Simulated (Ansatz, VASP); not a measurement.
PtSe2: VASP beside Ansatz

INCAR

```
PREC = Accurate
ENCUT = 520
EDIFF = 1E-7
ISMEAR = 0
SIGMA = 0.15
LREAL = F
LASPH = T
NELM = 100
ALGO = Normal
ISIF = 2
LWAVE = F
LCHARG = F
GGA = PE
NBANDS = 18
```

KPOINTS

```
Automatic mesh
0
Gamma
  12 12 10
```

File POSCAR:

```
PtSe2
1.0
    3.7240006046      0.0000000000      0.0000000000
   -1.8620003023      3.1767029404      0.0000000000
    0.0000000000      0.0000000000      5.0620000000
Pt Se
1 2
Direct
    0.0000000000      0.0000000000      0.0000000000
    0.3333333333      0.6666666667      0.2500000000
    0.6666666667      0.3333333333      0.7500000000
```

Input for Ansatz:

```yaml
crystal:
  lattice:
    - [3.7240006046, 0.0, 0.0]
    - [-1.8620003023, 3.1767029404, 0.0]
    - [0.0, 0.0, 5.062]
  atoms:
    - { symbol: Pt, position: [0.0, 0.0, 0.0] }
    - { symbol: Se, position: [0.3333333333, 0.6666666667, 0.25] }
    - { symbol: Se, position: [0.6666666667, 0.3333333333, 0.75] }
basis:
  ecutwfc: 420
kpoints:
  mp_grid: { grid: [12, 12, 10] }
hamiltonian:
  xc: pbe
scf:
  occupations: { method: gaussian, width: 0.15 }
output:
  forces: true
  stress: true
  eigenvalues: true
```

Change from the starting cell: strain -0.0150 x Voigt [0, 1, 0, 0, 0, 0], atoms carried along.

Alike in both runs: task single point; functional PBE; k mesh 12 × 12 × 10; occupations gaussian, width 0.15 eV; no spin polarisation.

```csv
,VASP,Ansatz
version,VASP 6.6.1,Ansatz 0.2.0
potentials or method,"VASP PAW PBE potentials, release 64 (Pt, Se), cutoff 520 eV","scalar-relativistic, plane waves, PAW"
valence electrons in the cell,22,50
```

```csv
,VASP,Ansatz,Ansatz less VASP
gap on the k mesh at the Fermi level (eV),none,none,-
pressure (GPa),9.9,9.9,0.00
"traceless stress, the component that is largest in VASP (GPa)",2.32,2.31,-0.007
rms of the force components (eV/Å),0.364,0.361,-0.0032
```

Atom by atom the forces differ by 0.003 eV/Å (rms over components). A gap of «none» marks a metal or a gap that the smearing closes. VASP's potentials hold 22 valence electrons a cell and Ansatz's 50, so a difference there can come from the potentials and not from the codes.

Spin-orbit coupling is off throughout.
